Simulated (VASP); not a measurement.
YMg2O2:

```
CELL_PARAMETERS angstrom
3.39727 0.00000 0.00000
-1.69864 2.94213 0.00000
0.00000 0.00000 8.11878
ATOMIC_POSITIONS crystal
Y 0.00000 0.00000 0.00000
Mg 0.33333 0.66667 0.83934
Mg 0.66667 0.33333 0.16066
O 0.66667 0.33333 0.65640
O 0.33333 0.66667 0.34360
```

The cell was built from a structure type or drawn by symmetry, and may not be a known phase.

* Program: VASP 6.6.1
* Task: relaxation of cell and atoms
* Functional: PBE
* Potentials or basis: VASP PAW PBE potentials, release 64 (Y_sv, Mg, O)
* Cutoff: 600 eV
* k mesh: 6 × 6 × 2
* Occupations: gaussian, width 0.1 eV
* Spin: no spin polarisation

At the start: pressure 21.6 GPa; volume 16.23 Å³/atom.

**Question.** How do energy, volume and symmetry change on relaxing?

**Answer.** Over 19 steps the energy falls by 3534.1 meV/atom and the volume is 14.12 Å³/atom (-13.0 %); space group P-3m1 (No. 164, to 0.1 Å) before and after.

The path:
| step | energy change (eV) | largest force (eV/Å) | pressure (GPa) | volume (Å³) |
| --- | --- | --- | --- | --- |
| 1 | 0.0000 | 10.5820 | 21.64 | 81.15 |
| 2 | -10.4159 | 4.0075 | -7.55 | 108.69 |
| 3 | -10.8602 | 2.9149 | -10.49 | 115.46 |
| 4 | -14.0608 | 1.9602 | -7.36 | 96.49 |
| 5 | -15.4192 | 1.1989 | -0.49 | 82.85 |
| 6 | -15.5856 | 3.4277 | 32.01 | 58.91 |
| 7 | -16.4062 | 1.8887 | 22.26 | 58.79 |
| 8 | -16.4088 | 1.8066 | 21.94 | 58.78 |
| 9 | -16.9474 | 1.5975 | 12.12 | 62.73 |
| 10 | -17.3007 | 1.2862 | 1.38 | 69.05 |
| 11 | -17.3166 | 1.2238 | -0.50 | 70.57 |
| 12 | -17.3171 | 1.2120 | -0.90 | 70.88 |
| 13 | -17.3772 | 1.1282 | -0.83 | 70.68 |
| 14 | -17.5266 | 0.8656 | -0.23 | 70.09 |
| 15 | -17.6427 | 0.1363 | 2.45 | 68.89 |
| 16 | -17.6449 | 0.1913 | 1.92 | 69.05 |
| 17 | -17.6679 | 0.0397 | -0.18 | 70.64 |
| 18 | -17.6683 | 0.0379 | -0.51 | 70.90 |
| 19 | -17.6703 | 0.0064 | 0.00 | 70.58 |

Final structure:
```xyz
5
Lattice="3.1622 0.0000 0.0000 -1.5811 2.7385 0.0000 0.0000 0.0000 8.1509" Properties=species:S:1:pos:R:3 pbc="T T T"
Y    -1.5811    2.7385    0.0000
Mg    0.0000    1.8257    5.3741
Mg    1.5811    0.9128    2.7768
O     1.5811    0.9128    6.5363
O     0.0000    1.8257    1.6146
```

Caveat: the k points lie up to 0.39 Å⁻¹ apart in the final cell, too coarse for converged energies and pressures of a metal; an odd number of electrons without spin polarisation forces a metal; a magnetic or distorted state may lie lower.
